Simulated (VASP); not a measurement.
Wanted: the native input for a VASP 6.6.1 run.

- Task: single point
- Functional: PBEsol
- Potentials or basis: VASP PAW PBE potentials, release 64 (Hf_pv, H)
- Cutoff: 520 eV
- k mesh: 14 × 14 × 14
- Occupations: gaussian, width 0.1 eV
- Spin: no spin polarisation
- Dipole correction: no
- Further INCAR settings: ALGO = Normal; EDIFF = 1e-07; NBANDS = 14

The structure of HfH3 lies in POSCAR:

```
HfH3
1.0
    2.9936213481      0.0000000000      0.0000000000
    0.0000000000      2.9936213481      0.0000000000
    0.0000000000      0.0000000000      2.9936213481
Hf H
1 3
Direct
    0.0000000000      0.0000000000      0.0000000000
    0.0000000000      0.5000000000      0.5000000000
    0.5000000000      0.0000000000      0.5000000000
    0.5000000000      0.5000000000      0.0000000000
```

This cell differs from its parent crystal: strained.

The input as run:

INCAR

```
SYSTEM = HfH3
PREC = Accurate
ENCUT = 520
EDIFF = 1E-7
ISMEAR = 0
SIGMA = 0.1
LREAL = .False.
LASPH = .True.
NELM = 80
ALGO = Normal
ISIF = 2
LWAVE = .False.
LCHARG = .False.
GGA = PS
NBANDS = 14
```

KPOINTS

```
regular mesh
0
Gamma
  14 14 14
  0 0 0
```

Potentials or basis: VASP PAW PBE potentials, release 64 (Hf_pv, H).

The run is started by

```sh
$ cat potpaw_PBE.64/Hf_pv/POTCAR potpaw_PBE.64/H/POTCAR > POTCAR
$ mpirun -np 1 vasp_std > vasp.out
```

It gave:

* Pressure: 9.7 GPa

Caveat: the cell differs from its parent crystal (strained); the PAW data sets were made with another functional, which shifts forces and pressure a little.

Run time: 22 s on 1 thread of Intel(R) Xeon(R) Platinum 8488C (Sapphire Rapids) (shared host), peak memory 0.17 GiB.
